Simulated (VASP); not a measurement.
Ta3Ag:

```
Ta Ag
1.0
     4.08180    0.00000    0.00000
     0.00000    4.08180    0.00000
     0.00000    0.00000    4.08180
Ta Ag
3 1
Direct
  0.00000 0.50000 0.50000
  0.50000 0.00000 0.50000
  0.50000 0.50000 0.00000
  0.00000 0.00000 0.00000
```

| Quantity | Value |
| --- | --- |
| Program | VASP 6.6.1 |
| Task | relaxation of cell and atoms |
| Functional | PBE |
| Potentials or basis | VASP PAW PBE potentials, release 64 (Ta_pv, Ag) |
| Cutoff | 500 eV |
| k mesh | 4 × 4 × 4 |
| Occupations | gaussian, width 0.1 eV |
| Spin | no spin polarisation |

At the start: pressure 11.1 GPa; volume 17.00 Å³/atom.

Where does the relaxation end?

Over 3 steps the energy falls by 31.8 meV/atom and the volume is 18.00 Å³/atom (+5.9 %); space group Pm-3m (No. 221, to 0.05 Å).

The path:
| step | energy change (eV) | largest force (eV/Å) | pressure (GPa) | volume (Å³) |
| --- | --- | --- | --- | --- |
| 1 | 0.0000 | 0.0000 | 11.05 | 68.01 |
| 2 | 0.3238 | 0.0000 | -15.71 | 80.21 |
| 3 | -0.1272 | 0.0000 | -0.34 | 72.00 |

Final structure:
```cif
data_structure
_symmetry_space_group_name_H-M 'P 1'
_symmetry_Int_Tables_number 1
_cell_length_a 4.1601
_cell_length_b 4.1601
_cell_length_c 4.1601
_cell_angle_alpha 90.000
_cell_angle_beta 90.000
_cell_angle_gamma 90.000
_cell_volume 72.00
loop_
_atom_site_label
_atom_site_type_symbol
_atom_site_fract_x
_atom_site_fract_y
_atom_site_fract_z
_atom_site_occupancy
Ta1 Ta 0.00000 0.50000 0.50000 1
Ta2 Ta 0.50000 0.00000 0.50000 1
Ta3 Ta 0.50000 0.50000 0.00000 1
Ag1 Ag 0.00000 0.00000 0.00000 1
```

Caveat: the k points lie up to 0.38 Å⁻¹ apart in the final cell.
